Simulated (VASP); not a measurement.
Set up this calculation in VASP 6.6.1, as the native input.

```yaml
Task: single point
Functional: r2SCAN
Dispersion: D3(BJ)
Potentials_or_basis: VASP PAW PBE potentials, release 64 (Br, K_sv)
Cutoff: 520 eV
k_mesh: 7 × 7 × 7
Occupations: gaussian, width 0.01 eV
Spin: non-collinear spin, zero start, spin-orbit coupling
Starting_moments: "[[0.0, 0.0, 0.0], [0.0, 0.0, 0.0]] μB"
Dipole_correction: no
Further_INCAR_settings: ALGO = Normal; EDIFF = 1e-06; NBANDS = 28
```

The system is KBr.

```
Br K
1.0
     0.00000    3.27955    3.27955
     3.27955    0.00000    3.27955
     3.27955    3.27955    0.00000
Br K
1 1
Cartesian
  3.2796 3.2796 3.2796
  0.0000 0.0000 0.0000
```

One way to write it, as run:

POSCAR

```
KBr
1.0
    0.0000000000      3.2795515594      3.2795515594
    3.2795515594      0.0000000000      3.2795515594
    3.2795515594      3.2795515594      0.0000000000
Br K
1 1
Direct
    0.5000000000      0.5000000000      0.5000000000
    0.0000000000      0.0000000000      0.0000000000
```

INCAR.step1

```
SYSTEM = KBr
PREC = Accurate ; ENCUT = 520
ISMEAR = 0 ; SIGMA = 0.01
LREAL = .False. ; LASPH = .True.
NELM = 150 ; LNONCOLLINEAR = .True.
MAGMOM = 0 0 0 0 0 0 ; LSORBIT = .True.
GGA_COMPAT = .False. ; NBANDS = 28
GGA = PE ; ALGO = Normal
EDIFF = 1E-4 ; LWAVE = .True.
LCHARG = .False.
```

INCAR.step2

```
SYSTEM = KBr
PREC = Accurate ; ENCUT = 520
EDIFF = 1E-6 ; ISMEAR = 0
SIGMA = 0.01 ; LREAL = .False.
LASPH = .True. ; NELM = 150
ALGO = Normal ; ISIF = 2
LWAVE = .False. ; LCHARG = .False.
LNONCOLLINEAR = .True. ; MAGMOM = 0 0 0 0 0 0
LORBIT = 11 ; LSORBIT = .True.
GGA_COMPAT = .False. ; LORBMOM = .True.
METAGGA = R2SCAN ; LMIXTAU = .True.
IVDW = 12 ; NBANDS = 28
VDW_S6 = 1.0 ; VDW_S8 = 0.78981345
VDW_A1 = 0.49484001 ; VDW_A2 = 5.73083694
ISTART = 1
```

KPOINTS

```
Automatic mesh
0
Gamma
  7 7 7
  0 0 0
```

Potentials or basis: VASP PAW PBE potentials, release 64 (Br, K_sv).

The run is started by

```bash
$ cat potpaw_PBE.64/Br/POTCAR potpaw_PBE.64/K_sv/POTCAR > POTCAR
$ cp INCAR.step1 INCAR
$ mpirun -np 1 vasp_ncl > vasp.out
$ cp INCAR.step2 INCAR
$ mpirun -np 1 vasp_ncl > vasp.out
```

It gave:

| Property | Result |
| --- | --- |
| Pressure | -0.1 GPa |
| Net moment | 0.00 μB per cell |
| Valence electrons inside the program's atomic spheres | Br 4.94; K 7.66 |
| Dispersion energy per atom | -0.101 eV |

Caveat: three body term missing; the PAW data sets were made with another functional, which shifts forces and pressure a little.

Run time: 13 min on 1 thread of Intel Xeon 8259CL, with other jobs on the host, peak memory 0.49 GiB.
